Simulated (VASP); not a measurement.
# CaO (I4/mmm) in VASP: further runs, part 2 of 2

VASP 6.6.1. Earlier steps stand in the parts before.

## (4) Single point, LDA (film at in-plane strain -0.005)

INCAR reads:

```
SYSTEM = CaO
  ALGO = Normal
  EDIFF = 1E-6
  ENCUT = 520
  ISIF = 2
  ISMEAR = 0
  LASPH = .True.
  LCHARG = .False.
  LREAL = .False.
  LWAVE = .False.
  NBANDS = 15
  NELM = 100
  PREC = Accurate
  SIGMA = 0.01
```

KPOINTS reads:

```
k-points
0
Gamma
  8 8 8
  0 0 0
```

POSCAR reads:

```
CaO
1.0
    2.3421800694      2.3421800694      0.0000000000
   -2.3421800694      2.3421800694      0.0000000000
    0.0000000000      2.3421800694      2.3600092332
Ca O
1 1
Direct
    0.0000000000      0.0000000000      0.0000000000
    0.5000000000      0.5000000000      0.0000000000
```

Potentials or basis: VASP PAW LDA potentials, release 64 (Ca_sv, O).

Run with:

```bash
cat potpaw_LDA.64/Ca_sv/POTCAR potpaw_LDA.64/O/POTCAR > POTCAR
mpirun -np 1 vasp_std > vasp.out
```

OUTCAR:

```text
SYSTEM = CaO
   EDIFF = 1E-6
   ENCUT = 520
   ISIF = 2
   ISMEAR = 0
   LASPH = .True.
   LREAL = .False.
   NELM = 100
   PREC = Accurate

 ion  position               nearest neighbor table
   1  0.000  0.000  0.000-   2 2.34   2 2.34   2 2.34   2 2.34   2 2.36   2 2.36
   2  0.500  0.500  0.000-   1 2.34   1 2.34   1 2.34   1 2.34   1 2.36   1 2.36

  LATTYP: Found a body centered tetragonal cell.
 ALAT       =     3.3123428197
 C/A-ratio  =     1.4249788513

  Lattice vectors:

 A1 = (   2.3421800694,   0.0000000000,  -2.3600092332)
 A2 = (  -2.3421800694,   0.0000000000,  -2.3600092332)
 A3 = (   0.0000000000,   2.3421800694,   2.3600092332)

Analysis of symmetry for initial positions (statically):
=====================================================================
 Subroutine PRICEL returns:
 Original cell was already a primitive cell.

 Routine SETGRP: Setting up the symmetry group for a
 body centered tetragonal supercell.

 Subroutine GETGRP returns: Found 16 space group operations
 (whereof 16 operations were pure point group operations)
 out of a pool of 16 trial point group operations.

The static configuration has the point symmetry D_4h.

Analysis of symmetry for dynamics (positions and initial velocities):
=====================================================================
 Subroutine PRICEL returns:
 Original cell was already a primitive cell.

 Routine SETGRP: Setting up the symmetry group for a
 body centered tetragonal supercell.

 Subroutine GETGRP returns: Found 16 space group operations
 (whereof 16 operations were pure point group operations)
 out of a pool of 16 trial point group operations.

The dynamic configuration has the point symmetry D_4h.

 Subroutine INISYM returns: Found 16 space group operations
 (whereof 16 operations are pure point group operations),
 and found     1 'primitive' translations

----------------------------------------------------------------------------------------

                                     Primitive cell

  volume of cell :      25.8931

  direct lattice vectors                    reciprocal lattice vectors
     2.342180069  2.342180069  0.000000000     0.213476328  0.213476328 -0.211863578
    -2.342180069  2.342180069  0.000000000    -0.213476328  0.213476328 -0.211863578
     0.000000000  2.342180069  2.360009233     0.000000000  0.000000000  0.423727156

  length of vectors
     3.312342820  3.312342820  3.324973843     0.368823075  0.368823075  0.423727156

  position of ions in fractional coordinates (direct lattice)
     0.000000000  0.000000000  0.000000000
     0.500000000  0.500000000  0.000000000

  ion indices of the primitive-cell ions
   primitive index   ion index
                 1           1
                 2           2

----------------------------------------------------------------------------------------

 KPOINTS: k-points

Automatic generation of k-mesh.
 Grid dimensions read from file:
 generate k-points for:    8    8    8

 Generating k-lattice:

  Cartesian coordinates                     Fractional coordinates (reciprocal lattice)
     0.026684541  0.026684541 -0.026482947     0.125000000  0.000000000  0.000000000
    -0.026684541  0.026684541 -0.026482947     0.000000000  0.125000000  0.000000000
     0.000000000  0.000000000  0.052965894     0.000000000  0.000000000  0.125000000

  Length of vectors
     0.046102884  0.046102884  0.052965894

  Shift w.r.t. Gamma in fractional coordinates (k-lattice)
     0.000000000  0.000000000  0.000000000

 Subroutine IBZKPT returns following result:
 ===========================================

 Found     59 irreducible k-points:

 Following reciprocal coordinates:
            Coordinates               Weight
  0.000000  0.000000  0.000000      1.000000
  0.125000  0.000000  0.000000      8.000000
  0.250000  0.000000  0.000000      8.000000
  0.375000  0.000000  0.000000      8.000000
  0.500000  0.000000  0.000000      4.000000
  0.125000  0.125000  0.000000      8.000000
[... 16 lines left out ...]
  0.250000  0.000000  0.125000      4.000000
  0.375000  0.000000  0.125000      8.000000
 [... further k-points ...]
   k-points           NKPTS =     59   k-points in BZ     NKDIM =     59   number of bands    NBANDS=     15
   number of dos      NEDOS =    301   number of ions     NIONS =      2
   total plane-waves  NPLWV =  21952
   dimension x,y,z NGX =    28 NGY =   28 NGZ =   28
   dimension x,y,z NGXF=    56 NGYF=   56 NGZF=   56
   ions per type =               1   1
   NGX,Y,Z   is equivalent  to a cutoff of  14.05, 14.05, 14.00 a.u.
   NGXF,Y,Z  is equivalent  to a cutoff of  28.11, 28.11, 28.00 a.u.
 SYSTEM =  CaO
   PREC   = accura    normal or accurate (medium, high low for compatibility)
   ISTART =      0    job   : 0-new  1-cont  2-samecut
   ICHARG =      2    charge: 1-file 2-atom 10-const
   ISPIN  =      1    spin polarized calculation?
   LNONCOLLINEAR =      F non collinear calculations
   LSORBIT =      F    spin-orbit coupling
   LASPH  =      T    aspherical Exc in radial PAW
   ENCUT  =  520.0 eV  38.22 Ry    6.18 a.u.   6.16  6.16  6.18*2*pi/ulx,y,z
   NELM   =    100;   NELMIN=  2; NELMDL= -5     # of ELM steps
   EDIFF  = 0.1E-05   stopping-criterion for ELM
   LREAL  =      F    real-space projection
   EDIFFG = 0.1E-04   stopping-criterion for IOM
   NSW    =      0    number of steps for IOM
   IBRION =     -1    ionic relax: 0-MD 1-quasi-New 2-CG
   NFREE  =      0    steps in history (QN), initial steepest desc. (CG)
   ISIF   =      2    stress and relaxation
   ISYM   =      2    0-nonsym 1-usesym 2-fastsym
   POTIM  = 0.5000    time-step for ionic-motion
   TEBEG  =    0.0;   TEEND  =   0.0 temperature during run
   PSTRESS=    0.0 pullay stress
   NELECT =      16.0000    total number of electrons
   NUPDOWN=      -1.0000    fix difference up-down
   EMIN   =  10.00;   EMAX   =-10.00  energy-range for DOS
   EFERMI =   0.00;   METHOD = LEGACY
   ISMEAR =     0;   SIGMA  =   0.01  broadening in eV -4-tet -1-fermi 0-gaus
   EFERMI_NEDOS =   21; number of points for ismear=-14 and -15
   IALGO  =     38    algorithm
   IMIX   =      4    mixing-type and parameters
     AMIX     =   0.40;   BMIX     =  1.00
     AMIX_MAG =   1.60;   BMIX_MAG =  1.00
  volume/ion in A,a.u.               =      12.95        87.37
  Fermi-wavevector in a.u.,A,eV,Ry     =   1.394398  2.635030 26.454429  1.944346
  Thomas-Fermi vector in A             =   2.517951
   LORBIT       =      0    0 simple, 1 ext, 2 COOP (PROOUT), +10 PAW based schemes
   GGA     = CA    functional components
   LHFCALC =     F    Hartree Fock is set to
   AEXX    =    0.0000 exact exchange contribution
   IVDW    =     0    specifies the selected vdW correction
   LEPSILON=     F    determine dielectric tensor
   LRPA    =     F    only Hartree local field effects (RPA)
 non-spin polarized calculation
 Gauss-broadening in eV      SIGMA  =   0.01
  energy-cutoff  :      520.00
  volume of cell :       25.89
 maximum number of plane-waves:       717
 NGX is ok and might be reduce to    28
   NGX = 13   NGY = 13   NGZ = 13

 number of electron      15.9999999 magnetization

 Free energy of the ion-electron system (eV)
  ---------------------------------------------------
  ext. energy  EPLUGINS =         0.00000000
  ---------------------------------------------------
  free energy    TOTEN  =       -14.21768589 eV

  energy without entropy =      -14.21768589  energy(sigma->0) =      -14.21768589

 E-fermi :   2.5425     XC(G=0): -11.3751

 val. band max:        2.4416275493   @ k =   0.0000   0.0000   0.0000
 cond. band min:       5.8374754806   @ k =   0.5000   0.5000   0.0000
 fundamental gap:      3.3958479313
 Fermi energy:         2.5424588325

 k-point     1 :       0.0000    0.0000    0.0000
  band No.  band energies     occupation
      1     -34.3635      2.00000
      2     -15.3503      2.00000
      3     -15.3475      2.00000
      4     -15.3475      2.00000
      5     -12.9125      2.00000
      6       2.4166      2.00000
      7       2.4416      2.00000
      8       2.4416      2.00000
      9       7.5775      0.00000
     10       8.6586      0.00000
     11       8.7164      0.00000
     12       8.7164      0.00000
     13      10.3523      0.00000
     14      10.4250      0.00000
[... 401 lines left out ...]
      2     -16.4150      2.00000
      3     -15.5167      2.00000
      4     -15.3704      2.00000
      5     -11.7837      2.00000
      6       0.3599      2.00000
      7       1.3245      2.00000
      8       1.6879      2.00000
      9       8.7021      0.00000
     10       9.9313      0.00000
     11      10.0201      0.00000
     12      10.7856      0.00000
     13      12.3116      0.00000
     14      12.7583      0.00000
     15      18.8489      0.00000

 [... further k-points ...]
[... 5 lines left out ...]
  --------------------------------------------------------------------------------------
  -------------------------------------------------------------------------------------
  Total        0.4123209      0.4123209      0.1514366      0.0000000      0.0000000     -0.0000000
  in kB       25.5130109     25.5130109      9.3703819      0.0000000      0.0000000     -0.0000000
  external PRESSURE =      20.1321346 kB  Pullay stress =       0.0000000 kB

 VOLUME and BASIS-vectors are now :
 -----------------------------------------------------------------------------
  energy-cutoff  :      520.00
  volume of cell :       25.89
      direct lattice vectors                 reciprocal lattice vectors
     2.342180069  2.342180069  0.000000000     0.213476328  0.213476328 -0.211863578
    -2.342180069  2.342180069  0.000000000    -0.213476328  0.213476328 -0.211863578
     0.000000000  2.342180069  2.360009233     0.000000000  0.000000000  0.423727156

 POSITION                                       TOTAL-FORCE (eV/Angst)
 -----------------------------------------------------------------------------------
      0.00000      0.00000      0.00000         0.000000      0.000000      0.000000
      0.00000      2.34218      0.00000        -0.000000     -0.000000      0.000000
 -----------------------------------------------------------------------------------
    total drift:                               -0.000000      0.000000     -0.000000

  FREE ENERGIE OF THE ION-ELECTRON SYSTEM (eV)
  ---------------------------------------------------
  free  energy   TOTEN  =       -14.2176858914 eV

  energy  without entropy=      -14.2176858914  energy(sigma->0) =      -14.21768589
```

OSZICAR:

```text
N       E                     dE             d eps       ncg     rms          rms(c)
DAV:   1     0.123621187968E+03    0.12362E+03   -0.83892E+03  1770   0.110E+03
DAV:   2    -0.108390036636E+02   -0.13446E+03   -0.12546E+03  2197   0.295E+02
DAV:   3    -0.158070833197E+02   -0.49681E+01   -0.49388E+01  2085   0.587E+01
DAV:   4    -0.159373991517E+02   -0.13032E+00   -0.13024E+00  2453   0.861E+00
DAV:   5    -0.159393965896E+02   -0.19974E-02   -0.19974E-02  2081   0.940E-01    0.847E+00
DAV:   6    -0.143591561658E+02    0.15802E+01   -0.46859E+00  1967   0.218E+01    0.356E+00
DAV:   7    -0.142529099700E+02    0.10625E+00   -0.39077E-01  2071   0.673E+00    0.178E+00
DAV:   8    -0.142185599859E+02    0.34350E-01   -0.76474E-02  2260   0.284E+00    0.361E-01
DAV:   9    -0.142175770490E+02    0.98294E-03   -0.39373E-03  1981   0.510E-01    0.910E-02
DAV:  10    -0.142176975918E+02   -0.12054E-03   -0.24485E-04  2403   0.142E-01    0.264E-02
DAV:  11    -0.142176871048E+02    0.10487E-04   -0.19881E-05  2303   0.524E-02    0.945E-03
DAV:  12    -0.142176859573E+02    0.11475E-05   -0.37981E-06  2078   0.232E-02    0.221E-03
DAV:  13    -0.142176858914E+02    0.65887E-07   -0.29191E-07  1214   0.600E-03
   1 F= -.14217686E+02 E0= -.14217686E+02  d E =-.154414E-48
```

stdout:

```text
POSCAR found type information on POSCAR CaO
 POSCAR found :  2 types and       2 ions
 scaLAPACK will be used
 LDA part: xc-table for (Slater(with rela. corr.)+CA(PZ))
 , standard interpolation
 POSCAR, INCAR and KPOINTS ok, starting setup
 FFT: planning ... GRIDC
 FFT: planning ... GRID_SOFT
 FFT: planning ... GRID
 WAVECAR not read
 entering main loop
```

It took 25 s on 1 thread of Intel Xeon 6975P-C, shared host; peak memory 0.16 GiB.

Results:

* Free energy: -14.2177 eV
* Pressure: 2.0 GPa
* Band gap on the k mesh: 3.40 eV, indirect (least direct gap 3.75 eV)

Stress tensor (GPa, compression positive):
```
2.55 0.00 0.00
0.00 2.55 0.00
0.00 0.00 0.94
```

Caveat: the cell differs from its parent crystal (film at in-plane strain -0.005). A k mesh can miss the band edges.

## (5) Single point, LDA (in-plane strain +0.005, then relaxed in part)

INCAR reads:

```
  PREC = Accurate
  ENCUT = 520
  EDIFF = 1E-6
  ISMEAR = 0
  SIGMA = 0.01
  LREAL = False
  LASPH = True
  NELM = 80
  ALGO = Normal
  ISIF = 2
  LWAVE = False
  LCHARG = False
  NBANDS = 15
```

KPOINTS reads:

```
regular mesh
0
Gamma
  8 8 8
```

POSCAR reads:

```
CaO
1.0
    2.3657195676      2.3657195676      0.0000000000
   -2.3657195676      2.3657195676      0.0000000000
    0.0000000000      2.3657195676      2.3478900191
Ca O
1 1
Direct
    0.0000000000      0.0000000000      0.0000000000
    0.5000000000      0.5000000000      0.0000000000
```

Run with:

```bash
cat potpaw_LDA.64/Ca_sv/POTCAR potpaw_LDA.64/O/POTCAR > POTCAR
mpirun -np 1 vasp_std > vasp.out
```

Run time: 24 s. Hardware: 1 thread of Intel Xeon 6975P-C, shared host; peak memory 0.16 GiB.

The run converged. Its results:

```
Free energy            : -14.2205 eV
Pressure               : 0.1 GPa
Band gap on the k mesh : 3.39 eV, indirect (least direct gap 3.78 eV)
```

Stress tensor (GPa, compression positive):
```
-0.46  0.00  0.00
 0.00 -0.46  0.00
 0.00  0.00  1.07
```

Levels at points of the mesh, in eV from the valence-band top:
```csv
k point,band 5,band 6,band 7,band 8,band 9,band 10,band 11,band 12
"(0.00, 0.00, 0.00)",-15.33,-0.02,-0.02,0.00,5.00,6.20,6.20,6.25
"(0.50, 0.00, 0.00)",-13.83,-2.86,-1.36,-1.36,7.19,8.58,8.59,8.72
"(0.50, 0.50, 0.00)",-15.09,-1.31,-0.38,-0.36,3.42,8.41,9.17,9.86
"(0.00, 0.00, 0.50)",-15.09,-1.26,-0.39,-0.39,3.39,8.42,9.17,9.90
```

Caveat: the cell differs from its parent crystal (in-plane strain +0.005, then relaxed in part). A k mesh can miss the band edges.

## (6) Overview

```tsv
cell	gap on the mesh (eV)	pressure (GPa)
a = 3.312, b = 3.312, c = 3.325 Å, angles 60.1, 60.1, 90.0°, 2 atoms	3.40	2.0
a = 3.312, b = 3.312, c = 3.326 Å, angles 60.1, 60.1, 90.0°, 2 atoms	3.40	2.0
a = 3.346, b = 3.346, c = 3.333 Å, angles 59.9, 59.9, 90.0°, 2 atoms	3.39	0.1
```

Alike in all rows: task single point; level LDA; potentials or basis VASP PAW LDA potentials, release 64 (Ca_sv, O); no spin polarisation; k mesh 8 × 8 × 8; cutoff (eV) 520; smearing gaussian 0.01 eV.

Total energies depend on the potentials used, so only differences within one code and one set of settings carry meaning.
